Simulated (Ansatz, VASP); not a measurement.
Ta3N: VASP beside Ansatz

```
Ta N
1.0
     3.05231    0.00000    0.00000
    -1.52615    2.64337    0.00000
     0.00000    0.00000    7.57397
Ta N
3 1
Direct
  0.66667 0.33333 0.82607
  0.33333 0.66667 0.17393
  0.00000 0.00000 0.50000
  0.00000 0.00000 0.00000
```

Change from the starting cell: volume scaled by 1.02.

Alike in both runs: task single point; functional PBEsol; k mesh 10 × 10 × 4; occupations fermi-dirac, width 0.05 eV; no spin polarisation.

|  | VASP | Ansatz |
| --- | --- | --- |
| version | VASP 6.6.1 | Ansatz 0.2.0 |
| potentials or method | VASP PAW PBE potentials, release 64 (Ta_pv, N), cutoff 520 eV | all-electron LAPW, scalar-relativistic |

Ansatz gave:

| Property | Result |
| --- | --- |
| gap on the k mesh at the Fermi level (eV) | none |
| pressure (GPa) | -12.4 |
| traceless stress, the component that is largest in VASP (GPa) | 0.23 |
| rms of the force components (eV/Å) | 0.206 |

Task: Estimate VASP's values.

Result: gap on the k mesh at the Fermi level (eV): none; pressure (GPa): -12.2; traceless stress, the component that is largest in VASP (GPa): 0.26; rms of the force components (eV/Å): 0.187.

VASP's potentials were made for PBE, not for PBEsol. Atom by atom the forces differ by 0.020 eV/Å (rms over components). A gap of «none» marks a metal or a gap that the smearing closes. Ansatz ran all-electron here, and VASP with PAW potentials.

Spin-orbit coupling is off throughout.
